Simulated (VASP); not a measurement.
## Be: relaxation of cell and atoms with PBEsol

Be:

```
Be
1.0
     0.00000    2.19000    2.19000
     2.19000    0.00000    2.19000
     2.19000    2.19000    0.00000
Be
2
Direct
  0.00000 0.00000 0.00000
  0.25000 0.25000 0.25000
```

This isn't the form of Be at room conditions, which is hcp.

```yaml
Program: VASP 6.6.1
Task: relaxation of cell and atoms
Functional: PBEsol
Potentials_or_basis: VASP PAW PBE potentials, release 64 (Be)
Cutoff: 600 eV
k_mesh: 8 × 8 × 8
Occupations: methfessel-paxton, width 0.05 eV
Spin: no spin polarisation
Target_pressure: 40 GPa
Dipole_correction: no
Further_INCAR_settings: ALGO = Normal; EDIFF = 1e-07; IBRION = 2; EDIFFG = -0.03; NSW = 80; ISIF = 3
```

* Relaxed volume: 9.43 Å³/atom
* Relaxed cell: a = 2.988 Å, b = 2.988 Å, c = 2.988 Å, α = 60.00°, β = 60.00°, γ = 60.00°
* Space group after relaxing (to 0.1 Å): Fd-3m (No. 227)
* Energy change on relaxing (the run minimises the enthalpy): +214.4 meV/atom
* Ionic steps: 3
* Pressure after relaxing: 40.0 GPa
* Band gap on the k mesh: zero (bands 2 and 3 overlap by 8.42 eV)

Step by step:
```csv
step,energy change (eV),largest force (eV/Å),pressure (GPa),volume (Å³)
1,0.0000,0.0000,24.99,21.01
2,0.6192,0.0000,46.47,18.16
3,0.4288,0.0000,40.05,18.86
```

Final structure:
```xyz
2
Lattice="0.0000 2.1128 2.1128 2.1128 0.0000 2.1128 2.1128 2.1128 0.0000" Properties=species:S:1:pos:R:3 pbc="T T T"
Be    0.0000    0.0000    0.0000
Be    1.0564    1.0564    1.0564
```

Levels at points of the mesh, in eV from the Fermi level:
| k point | band 1 | band 2 | band 3 | band 4 | band 5 |
| --- | --- | --- | --- | --- | --- |
| (0.00, 0.00, 0.00) | -9.48 | 6.34 | 6.34 | 6.34 | 9.28 |
| (0.50, 0.00, 0.00) | -5.42 | -4.06 | 3.86 | 3.86 | 10.49 |
| (0.50, 0.50, 0.00) | -3.12 | -3.12 | 0.48 | 0.48 | 8.11 |

It took 5.6 s on 1 thread of Intel(R) Xeon(R) 6975P-C (Granite Rapids), with other jobs on the host, peak memory 0.15 GiB.

Caveat: the cell is relaxed towards a set pressure, so the run minimises the enthalpy, not the energy; the PAW data sets were made with another functional, which shifts forces and pressure a little.
